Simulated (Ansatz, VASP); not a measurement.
## One calculation of FeCo3, two programs

File INCAR:

```
SYSTEM = FeCo3
PREC     = Accurate       ! precision mode
ENCUT    = 600            ! plane-wave cutoff, eV
EDIFF    = 1E-7           ! SCF threshold, eV
ISMEAR   = 0              ! smearing method
SIGMA    = 0.1            ! smearing width, eV
LREAL    = .FALSE.        ! projectors in reciprocal space
LASPH    = .TRUE.         ! aspherical terms in the spheres
NELM     = 200            ! most SCF steps
ALGO     = Normal         ! electronic algorithm
ISIF     = 3              ! what is computed and relaxed
LWAVE    = .FALSE.        ! write WAVECAR
LCHARG   = .FALSE.        ! write CHGCAR
ISPIN    = 2              ! spin polarisation
MAGMOM   = 2.85 1.83 1.83 1.83 ! initial moments
LORBIT   = 11             ! projections on sites
LMAXMIX  = 4              ! l up to which the mixer works
GGA      = PS             ! functional
IBRION   = 2              ! ionic algorithm
NSW      = 80             ! ionic steps
EDIFFG   = -0.01          ! ionic threshold
GGA_COMPAT= .FALSE.      
NELMIN   = 4
```

The input KPOINTS:

```
regular mesh
0
G
  1 1 1
  0 0 0
```

The input POSCAR:

```
FeCo3
1.0
    3.5357026200      0.0000000000      0.0000000000
    0.0000000000      3.5357026200      0.0000000000
    0.0000000000      0.0000000000      3.5357026200
Fe Co
1 3
Direct
    0.0000000000      0.0000000000      0.0000000000
    0.5000000000      0.5000000000      0.0000000000
    0.5000000000      0.0000000000      0.5000000000
    0.0000000000      0.5000000000      0.5000000000
```

Input for Ansatz:

```yaml
crystal:
  lattice:
    - [3.53570262, 0.0, 0.0]
    - [0.0, 3.53570262, 0.0]
    - [0.0, 0.0, 3.53570262]
  atoms:
    - { symbol: Fe, position: [0.0, 0.0, 0.0], spin: 2.85 }
    - { symbol: Co, position: [0.5, 0.5, 0.0], spin: 1.83 }
    - { symbol: Co, position: [0.5, 0.0, 0.5], spin: 1.83 }
    - { symbol: Co, position: [0.0, 0.5, 0.5], spin: 1.83 }
basis:
  ecutwfc: 420
kpoints:
  mp_grid: { grid: [1, 1, 1] }
hamiltonian:
  xc: pbesol
scf:
  occupations: { method: gaussian, width: 0.1 }
output:
  forces: true
  stress: true
  eigenvalues: true
  populations: true
magnetization:
  spin_polarized: true
relax:
  adjacent_minimum: "off"
  f_tol: 0.01
  max_steps: 60
  cell: { stress_tol: 0.05 }
```

Alike in both runs: task relaxation of cell and atoms; functional PBEsol; k mesh 1 × 1 × 1; occupations gaussian, width 0.1 eV; collinear spin.

|  | VASP | Ansatz |
| --- | --- | --- |
| version | VASP 6.6.1 | Ansatz 0.2.0 |
| potentials or method | VASP PAW PBE potentials, release 64 (Fe_sv, Co_sv), cutoff 600 eV | scalar-relativistic, plane waves, PAW |
| valence electrons in the cell | 67 | 67 |

```tsv
	VASP	Ansatz	Ansatz less VASP
net moment per atom (μB)	2.75	2.75	0.000
size of the moment on the site where the two differ most (μB)	3.04	3.28	+0.240
relaxed volume (Å³/atom)	11.77	11.99	+0.221
relaxed cell length with the largest relative difference (Å)	3.611	3.633	+0.0225
```

VASP's potentials were made for PBE, not for PBEsol. Site moments also hang on the region over which each program counts them.

The k mesh is coarse, so the values compare programs but aren't converged.
